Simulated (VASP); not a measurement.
Crystal: HgTe.

```
Hg Te
1.0
     2.93143   -3.39616    0.00000
     2.93143    3.39616    0.00000
     0.00000    0.00000    5.67979
Hg Te
2 2
Cartesian
  2.9314 -1.0661 1.4199
  2.9314 1.0661 4.2598
  2.9314 1.9345 1.4199
  2.9314 -1.9345 4.2598
```

Base run:

```yaml
Program: VASP 6.6.1
Functional: PBEsol
Potentials_or_basis: VASP PAW PBE potentials, release 64 (Hg, Te)
Cutoff: 520 eV
k_mesh: 6 × 6 × 5
Occupations: fermi-dirac, width 0.05 eV
Spin: no spin polarisation
```

Its results: band gap on the k mesh zero (band 18 reaches 4.80 eV, above the bottom of band 19 at 2.48 eV); pressure -0.6 GPa; largest force 0.046 eV/Å.

Task: The run is repeated on the same cell with these changes: functional from PBEsol to r2SCAN. What comes out?

Result: Band gap on the k mesh zero (band 18 reaches 4.77 eV, above the bottom of band 19 at 2.51 eV); pressure 1.8 GPa; largest force 0.061 eV/Å.

Caveats: the PAW data sets were made with another functional, which shifts forces and pressure a little; spin-orbit coupling is left out, which moves the levels of the heavy elements.
